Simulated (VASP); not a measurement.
Here is a VASP 6.6.1 calculation.

INCAR

```
SYSTEM = V
PREC     = Accurate       ! precision mode
ENCUT    = 520            ! plane-wave cutoff, eV
EDIFF    = 1E-6           ! SCF threshold, eV
ISMEAR   = 0              ! smearing method
SIGMA    = 0.15           ! smearing width, eV
LREAL    = .FALSE.        ! projectors in reciprocal space
LASPH    = .TRUE.         ! aspherical terms in the spheres
NELM     = 60             ! most SCF steps
ALGO     = Fast           ! electronic algorithm
ISIF     = 2              ! what is computed and relaxed
LWAVE    = .FALSE.        ! write WAVECAR
LCHARG   = .TRUE.         ! write CHGCAR
GGA      = PE             ! functional
LELF     = .TRUE.         ! ELF
LVHAR    = .TRUE.       
NBANDS   = 12             ! bands
```

File KPOINTS:

```
Automatic mesh
0
G
  24 24 24
  0 0 0
```

Contents of POSCAR:

```
V
1.0
   -1.8599193884      1.5320308640      1.5320308640
    1.5320308640     -1.8599193884      1.5320308640
    1.5320308640      1.5320308640     -1.8599193884
V
1
Direct
    0.0000000000      0.0000000000      0.0000000000
```

Potentials or basis: VASP PAW PBE potentials, release 64 (V_sv).

Command:

```console
$ cat potpaw_PBE.64/V_sv/POTCAR > POTCAR
$ mpirun -np 1 vasp_std > vasp.out
```

Task: What does it give for the pressure?

Result: 3.9 GPa.

Stress tensor (GPa, compression positive):
```
 3.92 17.38 17.38
17.38  3.92 17.38
17.38 17.38  3.92
```
